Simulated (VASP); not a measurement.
# NbP (I4_1md) in VASP: settings compared

The runs below take NbP through single point, with BLYP, r2SCAN, PBE.

Everything below comes from runs of VASP 6.6.1. Logs are shortened: lines on timing, memory, paths and dates and some standing lists are left out, and cuts for length are marked.

## (1) The cell of the first run

Symmetry: I4_1md, No. 109, tetragonal system. Conventional cell: a = 3.391 Å, b = 3.391 Å, c = 11.696 Å, α = 90.00°, β = 90.00°, γ = 90.00°. Nb (site symmetry 2mm) has 6 P at 2.59 Å and 8 Nb at 3.38 to 3.39 Å within 3.4 Å. Within 3.4 Å of P (site symmetry 2mm) lie 6 Nb at 2.59 Å and 8 P at 3.38 to 3.39 Å.

## (2) Single point, BLYP

The input, INCAR:

```
SYSTEM = NbP
PREC = Accurate ; ENCUT = 520
EDIFF = 1E-7 ; ISMEAR = -1
SIGMA = 0.05 ; LREAL = .FALSE.
LASPH = .TRUE. ; NELM = 100
ALGO = Normal ; ISIF = 2
LWAVE = .FALSE. ; LCHARG = .TRUE.
GGA = B5 ; ALDAX = 1.0
AGGAX = 1.0 ; AGGAC = 1.0
ALDAC = 0.0 ; LELF = .TRUE.
LVHAR = .TRUE. ; NBANDS = 26
```

The input, KPOINTS:

```
regular mesh
0
G
  11 11 11
  0 0 0
```

The input, POSCAR:

```
NbP
1.0
   -1.6953380492      1.6953380492      5.8480304085
    1.6953380492     -1.6953380492      5.8480304085
    1.6953380492      1.6953380492     -5.8480304085
Nb P
2 2
Direct
    0.2497404977      0.7497404977      0.5000000000
    0.4997404977      0.4997404977      0.0000000000
    0.8328880723      0.3328880723      0.5000000000
    0.0828880723      0.0828880723      0.0000000000
```

Potentials or basis: VASP PAW PBE potentials, release 64 (Nb_sv, P).

Command:

```console
> cat potpaw_PBE.64/Nb_sv/POTCAR potpaw_PBE.64/P/POTCAR > POTCAR
> mpirun -np 1 vasp_std > vasp.out
```

OUTCAR:

```text
SYSTEM = NbP
   PREC = Accurate
   ENCUT = 520
   EDIFF = 1E-7
   ISMEAR = -1
   LREAL = .FALSE.
   LASPH = .TRUE.
   NELM = 100
   ISIF = 2
   GGA = B5

 ion  position               nearest neighbor table
   1  0.250  0.750  0.500-   4 2.59   4 2.59   3 2.59   3 2.59   3 2.59   3 2.59
   2  0.500  0.500  0.000-   3 2.59   3 2.59   4 2.59   4 2.59   4 2.59   4 2.59
   3  0.833  0.333  0.500-   2 2.59   2 2.59   1 2.59   1 2.59   1 2.59   1 2.59
   4  0.083  0.083  0.000-   1 2.59   1 2.59   2 2.59   2 2.59   2 2.59   2 2.59

  LATTYP: Found a body centered tetragonal cell.
 ALAT       =     3.3906760984
 C/A-ratio  =     3.4494774722

  Lattice vectors:

 A1 = (  -1.6953380492,   1.6953380492,   5.8480304085)
 A2 = (   1.6953380492,  -1.6953380492,   5.8480304085)
 A3 = (   1.6953380492,   1.6953380492,  -5.8480304085)

Analysis of symmetry for initial positions (statically):
=====================================================================
 Subroutine PRICEL returns:
 Original cell was already a primitive cell.

 Routine SETGRP: Setting up the symmetry group for a
 body centered tetragonal supercell.

 Subroutine GETGRP returns: Found  8 space group operations
 (whereof  4 operations were pure point group operations)
 out of a pool of 16 trial point group operations.

The static configuration has the point symmetry C_2v.
 The point group associated with its full space group is C_4v.

Analysis of symmetry for dynamics (positions and initial velocities):
=====================================================================
 Subroutine PRICEL returns:
 Original cell was already a primitive cell.

 Routine SETGRP: Setting up the symmetry group for a
 body centered tetragonal supercell.

 Subroutine GETGRP returns: Found  8 space group operations
 (whereof  4 operations were pure point group operations)
 out of a pool of 16 trial point group operations.

The dynamic configuration has the point symmetry C_2v.
 The point group associated with its full space group is C_4v.

 Subroutine INISYM returns: Found  8 space group operations
 (whereof  4 operations are pure point group operations),
 and found     1 'primitive' translations

----------------------------------------------------------------------------------------

                                     Primitive cell

  volume of cell :      67.2330

  direct lattice vectors                    reciprocal lattice vectors
    -1.695338049  1.695338049  5.848030408     0.000000000  0.294926431  0.085498871
     1.695338049 -1.695338049  5.848030408     0.294926431  0.000000000  0.085498871
     1.695338049  1.695338049 -5.848030408     0.294926431  0.294926431  0.000000000

  length of vectors
     6.320427348  6.320427348  6.320427348     0.307069466  0.307069466  0.417088958

  position of ions in fractional coordinates (direct lattice)
     0.249740498  0.749740498  0.500000000
     0.499740498  0.499740498  0.000000000
     0.832888072  0.332888072  0.500000000
     0.082888072  0.082888072  0.000000000

  ion indices of the primitive-cell ions
   primitive index   ion index
                 1           1
                 2           2
                 3           3
                 4           4

----------------------------------------------------------------------------------------

 KPOINTS: regular mesh

Automatic generation of k-mesh.
 Grid dimensions read from file:
 generate k-points for:   11   11   11

 Generating k-lattice:

  Cartesian coordinates                     Fractional coordinates (reciprocal lattice)
     0.000000000  0.026811494  0.007772625     0.090909091  0.000000000 -0.000000000
     0.026811494  0.000000000  0.007772625     0.000000000  0.090909091 -0.000000000
     0.026811494  0.026811494  0.000000000     0.000000000  0.000000000  0.090909091

  Length of vectors
     0.027915406  0.027915406  0.037917178

  Shift w.r.t. Gamma in fractional coordinates (k-lattice)
     0.000000000  0.000000000  0.000000000

 Subroutine IBZKPT returns following result:
 ===========================================

 Found    126 irreducible k-points:

 Following reciprocal coordinates:
            Coordinates               Weight
  0.000000  0.000000  0.000000      1.000000
  0.090909  0.000000  0.000000      8.000000
  0.181818  0.000000  0.000000      8.000000
  0.272727  0.000000 -0.000000      8.000000
  0.363636  0.000000  0.000000      8.000000
  0.454545  0.000000  0.000000      8.000000
[... 16 lines left out ...]
 -0.272727  0.181818  0.000000     16.000000
 -0.181818  0.181818  0.000000      4.000000
 [... further k-points ...]
   k-points           NKPTS =    126   k-points in BZ     NKDIM =    126   number of bands    NBANDS=     26
   number of dos      NEDOS =    301   number of ions     NIONS =      4
   total plane-waves  NPLWV = 110592
   dimension x,y,z NGX =    48 NGY =   48 NGZ =   48
   dimension x,y,z NGXF=    96 NGYF=   96 NGZF=   96
   ions per type =               2   2
   NGX,Y,Z   is equivalent  to a cutoff of  12.63, 12.63, 12.63 a.u.
   NGXF,Y,Z  is equivalent  to a cutoff of  25.25, 25.25, 25.25 a.u.
 SYSTEM =  NbP
   PREC   = accura    normal or accurate (medium, high low for compatibility)
   ISTART =      0    job   : 0-new  1-cont  2-samecut
   ICHARG =      2    charge: 1-file 2-atom 10-const
   ISPIN  =      1    spin polarized calculation?
   LNONCOLLINEAR =      F non collinear calculations
   LSORBIT =      F    spin-orbit coupling
   LASPH  =      T    aspherical Exc in radial PAW
   ENCUT  =  520.0 eV  38.22 Ry    6.18 a.u.  11.75 11.75 11.75*2*pi/ulx,y,z
   NELM   =    100;   NELMIN=  2; NELMDL= -5     # of ELM steps
   EDIFF  = 0.1E-06   stopping-criterion for ELM
   LREAL  =      F    real-space projection
   EDIFFG = 0.1E-05   stopping-criterion for IOM
   NSW    =      0    number of steps for IOM
   IBRION =     -1    ionic relax: 0-MD 1-quasi-New 2-CG
   NFREE  =      0    steps in history (QN), initial steepest desc. (CG)
   ISIF   =      2    stress and relaxation
   ISYM   =      2    0-nonsym 1-usesym 2-fastsym
   POTIM  = 0.5000    time-step for ionic-motion
   TEBEG  =    0.0;   TEEND  =   0.0 temperature during run
   PSTRESS=    0.0 pullay stress
   NELECT =      36.0000    total number of electrons
   NUPDOWN=      -1.0000    fix difference up-down
   EMIN   =  10.00;   EMAX   =-10.00  energy-range for DOS
   EFERMI =   0.00;   METHOD = LEGACY
   ISMEAR =    -1;   SIGMA  =   0.05  broadening in eV -4-tet -1-fermi 0-gaus
   EFERMI_NEDOS =   21; number of points for ismear=-14 and -15
   IALGO  =     38    algorithm
   IMIX   =      4    mixing-type and parameters
     AMIX     =   0.40;   BMIX     =  1.00
     AMIX_MAG =   1.60;   BMIX_MAG =  1.00
  volume/ion in A,a.u.               =      16.81       113.43
  Fermi-wavevector in a.u.,A,eV,Ry     =   1.329377  2.512159 24.044814  1.767244
  Thomas-Fermi vector in A             =   2.458544
   LORBIT       =      0    0 simple, 1 ext, 2 COOP (PROOUT), +10 PAW based schemes
   GGA     = B5    functional components
   LHFCALC =     F    Hartree Fock is set to
   AEXX    =    0.0000 exact exchange contribution
   IVDW    =     0    specifies the selected vdW correction
   LEPSILON=     F    determine dielectric tensor
   LRPA    =     F    only Hartree local field effects (RPA)
 non-spin polarized calculation
  energy-cutoff  :      520.00
  volume of cell :       67.23
 maximum number of plane-waves:      1830
   NGX = 23   NGY = 23   NGZ = 23

 number of electron      36.0000000 magnetization

 Free energy of the ion-electron system (eV)
  ---------------------------------------------------
  ext. energy  EPLUGINS =         0.00000000
  ---------------------------------------------------
  free energy    TOTEN  =       -30.64943677 eV

  energy without entropy =      -30.64281013  energy(sigma->0) =      -30.64612345

 E-fermi :  10.4928     XC(G=0): -11.1119

 val. band max:       10.4818404713   @ k =  -0.0909  -0.4545   0.0909
 cond. band min:      10.5033841991   @ k =  -0.0909   0.4545   0.0909
 fundamental gap:      0.0215437278
 Fermi energy:        10.4928032976

 k-point     1 :       0.0000    0.0000    0.0000
  band No.  band energies     occupation
      1     -44.4663      2.00000
      2     -44.4373      2.00000
      3     -20.7751      2.00000
      4     -20.6262      2.00000
      5     -20.6262      2.00000
      6     -20.4920      2.00000
[... 18 lines left out ...]
     25      14.3348      0.00000
     26      14.3348      0.00000

 k-point     2 :       0.0909    0.0000    0.0000
  band No.  band energies     occupation
      1     -44.4648      2.00000
      2     -44.4366      2.00000
      3     -20.7690      2.00000
      4     -20.6443      2.00000
      5     -20.6247      2.00000
      6     -20.5107      2.00000
[... 18 lines left out ...]
     25      14.3590      0.00000
     26      14.6855      0.00000

 k-point     3 :       0.1818    0.0000    0.0000
  band No.  band energies     occupation
      1     -44.4604      2.00000
      2     -44.4349      2.00000
      3     -20.7560      2.00000
      4     -20.6888      2.00000
      5     -20.6206      2.00000
      6     -20.5566      2.00000
[... 18 lines left out ...]
     25      14.6803      0.00000
     26      15.4314      0.00000

 k-point     4 :       0.2727    0.0000   -0.0000
  band No.  band energies     occupation
      1     -44.4545      2.00000
      2     -44.4328      2.00000
      3     -20.7767      2.00000
      4     -20.7088      2.00000
      5     -20.6153      2.00000
      6     -20.6115      2.00000
[... 18 lines left out ...]
     25      14.8390      0.00000
     26      16.1006      0.00000
[... 496 lines left out ...]
      1     -44.4445      2.00000
      2     -44.4273      2.00000
      3     -20.8188      2.00000
      4     -20.7024      2.00000
      5     -20.6683      2.00000
      6     -20.6392      2.00000
[... 18 lines left out ...]
     25      14.7630      0.00000
     26      16.2783      0.00000

 k-point    23 :      -0.2727    0.1818    0.0000
  band No.  band energies     occupation
      1     -44.4502      2.00000
      2     -44.4289      2.00000
      3     -20.7667      2.00000
      4     -20.7110      2.00000
      5     -20.6690      2.00000
      6     -20.6059      2.00000
[... 18 lines left out ...]
     25      14.7913      0.00000
     26      15.8681      0.00000

 k-point    24 :      -0.1818    0.1818    0.0000
  band No.  band energies     occupation
      1     -44.4556      2.00000
      2     -44.4314      2.00000
      3     -20.7469      2.00000
      4     -20.6925      2.00000
      5     -20.6711      2.00000
      6     -20.5559      2.00000
[... 18 lines left out ...]
     25      14.3563      0.00000
     26      15.5024      0.00000

 [... further k-points ...]

------------------------ aborting loop because EDIFF is reached ----------------------------------------

  FORCE on cell =-STRESS in cart. coord.  units (eV):
  Direction    XX          YY          ZZ          XY          YZ          ZX
  --------------------------------------------------------------------------------------
  -------------------------------------------------------------------------------------
  Total        0.0180359      0.0180359      0.0178711      0.0000000      0.0000000      0.0000000
  in kB        0.4297997      0.4297997      0.4258734      0.0000000      0.0000000      0.0000000
  external PRESSURE =       0.4284909 kB  Pullay stress =       0.0000000 kB

 VOLUME and BASIS-vectors are now :
 -----------------------------------------------------------------------------
  energy-cutoff  :      520.00
  volume of cell :       67.23
      direct lattice vectors                 reciprocal lattice vectors
    -1.695338049  1.695338049  5.848030408     0.000000000  0.294926431  0.085498871
     1.695338049 -1.695338049  5.848030408     0.294926431  0.000000000  0.085498871
     1.695338049  1.695338049 -5.848030408     0.294926431  0.294926431  0.000000000

 POSITION                                       TOTAL-FORCE (eV/Angst)
 -----------------------------------------------------------------------------------
      1.69534      0.00000      2.92098         0.000000     -0.000000     -0.000252
      0.00000      0.00000      5.84500        -0.000000      0.000000     -0.000252
      0.00000      1.69534      3.89348         0.000000      0.000000      0.000252
      0.00000      0.00000      0.96946        -0.000000     -0.000000      0.000252
 -----------------------------------------------------------------------------------
    total drift:                               -0.000000     -0.000000      0.000040

  FREE ENERGIE OF THE ION-ELECTRON SYSTEM (eV)
  ---------------------------------------------------
  free  energy   TOTEN  =       -30.6494367654 eV

  energy  without entropy=      -30.6428101263  energy(sigma->0) =      -30.64612345
```

It took 15 min on 1 thread of Intel Xeon 8259CL, shared host; peak memory 0.44 GiB.

Results:

* Free energy: -30.6494 eV
* Pressure: 0.0 GPa
* Band gap on the k mesh: zero (bands 18 and 19 overlap by 0.03 eV)

Caveat: the PAW data sets were made with another functional, which shifts forces and pressure a little.

## (3) Single point, r2SCAN

This run uses another cell than the first one, of 16.10 Å³/atom.

The input, POSCAR:

```
NbP
1.0
   -1.6749232544      1.6749232544      5.7401081759
    1.6749232544     -1.6749232544      5.7401081759
    1.6749232544      1.6749232544     -5.7401081759
Nb P
2 2
Direct
    0.2498808000      0.7498808000      0.5000000000
    0.4998808000      0.4998808000      0.0000000000
    0.8327477700      0.3327477700      0.5000000000
    0.0827477700      0.0827477700      0.0000000000
```

The input, INCAR.step1:

```
  PREC = Accurate
  ENCUT = 520
  ISMEAR = -1
  SIGMA = 0.05
  LREAL = F
  LASPH = T
  NELM = 100
  NBANDS = 26
  GGA = PE
  ALGO = Normal
  EDIFF = 1E-4
  LWAVE = T
  LCHARG = F
```

The input, INCAR.step2:

```
  PREC = Accurate
  ENCUT = 520
  EDIFF = 1E-7
  ISMEAR = -1
  SIGMA = 0.05
  LREAL = F
  LASPH = T
  NELM = 100
  ALGO = Normal
  ISIF = 2
  LWAVE = F
  LCHARG = F
  METAGGA = R2SCAN
  LMIXTAU = T
  NBANDS = 26
  ISTART = 1
```

The input, KPOINTS:

```
regular mesh
0
Gamma
  11 11 11
```

Potentials or basis: VASP PAW PBE potentials, release 64 (Nb_sv, P).

Command:

```console
> cat potpaw_PBE.64/Nb_sv/POTCAR potpaw_PBE.64/P/POTCAR > POTCAR
> cp INCAR.step1 INCAR
> mpirun -np 1 vasp_std > vasp.out
> cp INCAR.step2 INCAR
> mpirun -np 1 vasp_std > vasp.out
```

Run time: 53 min. Hardware: 1 thread of Intel Xeon 8259CL, shared host; peak memory 0.46 GiB.

Results (log left out):

- Free energy: -72.0526 eV
- Pressure: -2.0 GPa
- Largest force: 0.004 eV/Å
- Band gap on the k mesh: zero (filled and empty bands touch)

Forces on the atoms (eV/Å):
```
Nb   0.000  0.000 -0.004
Nb   0.000  0.000 -0.004
P    0.000  0.000  0.004
P    0.000  0.000  0.004
```

Stress tensor (GPa, compression positive):
```
-2.17  0.00  0.00
 0.00 -2.17  0.00
 0.00  0.00 -1.79
```

Levels at points of the mesh, in eV from the Fermi level:
| k point | band 14 | band 15 | band 16 | band 17 | band 18 | band 19 | band 20 | band 21 | band 22 | band 23 |
| --- | --- | --- | --- | --- | --- | --- | --- | --- | --- | --- |
| (0.00, 0.00, 0.00) | -2.42 | -2.22 | -1.78 | -1.49 | -1.49 | 0.87 | 1.67 | 2.80 | 3.27 | 3.27 |

Caveat: the PAW data sets were made with another functional, which shifts forces and pressure a little.

## (4) Single point, PBE

This run uses another cell than the first one, of 15.14 Å³/atom.

The input, INCAR:

```
SYSTEM = NbP
PREC = Accurate
ENCUT = 520
EDIFF = 1E-6
ISMEAR = -1
SIGMA = 0.05
LREAL = .False.
LASPH = .True.
NELM = 100
ALGO = Normal
ISIF = 2
LWAVE = .False.
LCHARG = .False.
GGA = PE
NBANDS = 26
```

The input, KPOINTS:

```
regular mesh
0
Gamma
  11 11 11
  0 0 0
```

The input, POSCAR:

```
NbP
1.0
   -1.6407315532      1.6407315532      5.6229302316
    1.6407315532     -1.6407315532      5.6229302316
    1.6407315532      1.6407315532     -5.6229302316
Nb P
2 2
Direct
    0.2498808000      0.7498808000      0.5000000000
    0.4998808000      0.4998808000      0.0000000000
    0.8327477700      0.3327477700      0.5000000000
    0.0827477700      0.0827477700      0.0000000000
```

Command:

```console
> cat potpaw_PBE.64/Nb_sv/POTCAR potpaw_PBE.64/P/POTCAR > POTCAR
> mpirun -np 1 vasp_std > vasp.out
```

Run time: 8.5 min. Hardware: 1 thread of AMD EPYC 9R14 (Zen 4), shared host; peak memory 0.39 GiB.

Results (log left out):

```
Free energy            : -35.2008 eV
Pressure               : 11.5 GPa
Largest force          : 0.038 eV/Å
Band gap on the k mesh : zero (bands 18 and 19 overlap by 0.01 eV)
```

Forces in eV/Å, atoms in the order of the input:
```
Nb   0.000  0.000  0.038
Nb   0.000  0.000  0.038
P    0.000  0.000 -0.038
P    0.000  0.000 -0.038
```

Stress tensor (GPa, compression positive):
```
12.33  0.00  0.00
 0.00 12.33  0.00
 0.00  0.00  9.96
```

Levels at points of the mesh, in eV from the Fermi level:
| k point | band 16 | band 17 | band 18 | band 19 | band 20 | band 21 |
| --- | --- | --- | --- | --- | --- | --- |
| (0.00, 0.00, 0.00) | -1.86 | -1.37 | -1.37 | 0.90 | 1.75 | 2.85 |

Caveat: the cell stands under pressure.

## (5) Summary

```csv
level,cell,gap on the mesh (eV),pressure (GPa)
BLYP,"a = 6.320 Å, angles 148.9, 148.9, 44.6°, 4 atoms, atomic positions A",none,0.0
r2SCAN,"a = 6.210 Å, angles 148.7, 148.7, 44.8°, 4 atoms, atomic positions B",none,-2.0
PBE,"a = 6.083 Å, angles 148.7, 148.7, 44.8°, 4 atoms, atomic positions B",none,11.5
```

Alike in all rows: task single point; potentials or basis VASP PAW PBE potentials, release 64 (Nb_sv, P); no spin polarisation; k mesh 11 × 11 × 11; cutoff (eV) 520; smearing fermi-dirac 0.05 eV.

Caveats: the PAW data sets were made with another functional, which shifts forces and pressure a little (at least some runs); the cell stands under pressure (at least some runs).

Absolute energies hang on the potentials; compare differences alone.

The gap in the log of VASP goes by the Fermi energy; the results here count the filled bands.